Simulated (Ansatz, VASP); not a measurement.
# One calculation of C, two programs

```
C
1.0
     0.02485    1.79995    1.79995
     1.79995    0.02485    1.79995
     1.79995    1.79995    0.02485
C
2
Direct
  0.00009 0.00009 0.00009
  0.24991 0.24991 0.24991
```

Alike in both runs: task single point; functional PBEsol; k mesh 9 × 9 × 9; no spin polarisation.

|  | VASP | Ansatz |
| --- | --- | --- |
| version | VASP 6.6.1 | Ansatz 0.2.0 |
| potentials or method | VASP PAW PBE potentials, release 64 (C), cutoff 600 eV | scalar-relativistic, plane waves, PAW |
| occupations | gaussian, width 0.01 eV | fixed |
| valence electrons in the cell | 8 | 8 |

|  | VASP | Ansatz | Ansatz less VASP |
| --- | --- | --- | --- |
| gap on the k mesh at the Fermi level (eV) | 3.99 | 4.00 | +0.005 |
| least direct gap on the mesh (eV) | 5.08 | 5.08 | 0.000 |
| pressure (GPa) | -7.1 | -7.6 | -0.43 |
| traceless stress, the component that is largest in VASP (GPa) | -7.61 | -7.56 | +0.053 |
| rms of the force components (eV/Å) | 0.005 | 0.001 | -0.0045 |

VASP's potentials were made for PBE, not for PBEsol, and Ansatz warns of the same on its side. Atom by atom the forces differ by 0.005 eV/Å (rms over components).
